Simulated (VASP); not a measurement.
Input of a VASP 6.6.1 run:

Contents of INCAR:

```
SYSTEM = Ti
ALGO = Fast ; EDIFF = 1E-6
ENCUT = 520 ; GGA = PE
ISIF = 2 ; ISMEAR = 0
LASPH = .True. ; LCHARG = .False.
LREAL = .False. ; LWAVE = .False.
NBANDS = 12 ; NELM = 60
PREC = Accurate ; SIGMA = 0.15
```

KPOINTS

```
k-points
0
Gamma
  28 28 28
  0 0 0
```

Contents of POSCAR:

```
Ti
1.0
   -1.6500535178      1.6500535178      1.5840513771
    1.6500535178     -1.6500535178      1.5840513771
    1.6500535178      1.6500535178     -1.5840513771
Ti
1
Direct
    0.0000000000      0.0000000000      0.0000000000
```

Potentials or basis: VASP PAW PBE potentials, release 64 (Ti_sv).

The run is started by

```bash
$ cat potpaw_PBE.64/Ti_sv/POTCAR > POTCAR
$ mpirun -np 1 vasp_std > vasp.out
```

**Question.** What does it give for the pressure?

**Answer.** -0.2 GPa.

**Question.** Estimate the band gap on the k mesh.

**Answer.** Zero (bands 6 and 7 overlap by 1.58 eV).

Stress tensor (GPa, compression positive):
```
 0.20  0.00  0.00
 0.00  0.20  0.00
 0.00  0.00 -1.00
```
